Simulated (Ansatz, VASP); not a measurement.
This is a calculation of Sb for VASP 6.6.1.

Contents of INCAR:

```
SYSTEM = Sb
ALGO = Normal ; EDIFF = 1E-7
ENCUT = 520 ; ISIF = 2
ISMEAR = -1 ; LASPH = .True.
LCHARG = .False. ; LREAL = .False.
LWAVE = .False. ; NBANDS = 8
NELM = 80 ; PREC = Accurate
SIGMA = 0.05
```

KPOINTS

```
k-points
0
Gamma
  10 10 10
  0 0 0
```

The input POSCAR:

```
Sb
1.0
   -1.8713408863      1.8713408863      1.8713408863
    1.8713408863     -1.8713408863      1.8713408863
    1.8713408863      1.8713408863     -1.8713408863
Sb
1
Direct
    0.0000000000      0.0000000000      0.0000000000
```

Potentials or basis: VASP PAW LDA potentials, release 64 (Sb).

Command:

```bash
$ cat potpaw_LDA.64/Sb/POTCAR > POTCAR
$ mpirun -np 1 vasp_std > vasp.out
```

**Question.** Translate it to Ansatz 0.2.0. Potentials there: all-electron LAPW, scalar-relativistic.

**Answer.** As run (the cutoff follows the program's own potentials):

input.yaml

```yaml
crystal:
  lattice:
    - [-1.8713408863, 1.8713408863, 1.8713408863]
    - [1.8713408863, -1.8713408863, 1.8713408863]
    - [1.8713408863, 1.8713408863, -1.8713408863]
  atoms:
    - { symbol: Sb, position: [0.0, 0.0, 0.0] }
kpoints:
  mp_grid: { grid: [10, 10, 10] }
scf:
  occupations: { method: fermi_dirac, width: 0.05 }
hamiltonian:
  xc: lda
  pseudopotentials: { kind: all_electron, lapw: { basis_error: 0.001 } }
output:
  forces: true
  stress: true
  eigenvalues: true
```

Potentials or basis: all-electron LAPW, scalar-relativistic.

The run is started by

```sh
$ ansatz run input.yaml --threads 1 --pin off --max-ram 3072MiB --backend cpu --events-out ev --progress --plain --runs-dir out
```

Both were run:

|  | VASP | Ansatz | Ansatz less VASP |
| --- | --- | --- | --- |
| gap on the k mesh at the Fermi level (eV) | none | none | - |
| pressure (GPa) | -1.1 | -1.2 | -0.08 |

LDA's correlation is that of Perdew and Zunger in VASP and of Perdew and Wang (1992) in Ansatz. A gap of «none» marks a metal or a gap that the smearing closes. Ansatz ran all-electron here, and VASP with PAW potentials.

Neither program's run includes spin-orbit coupling.
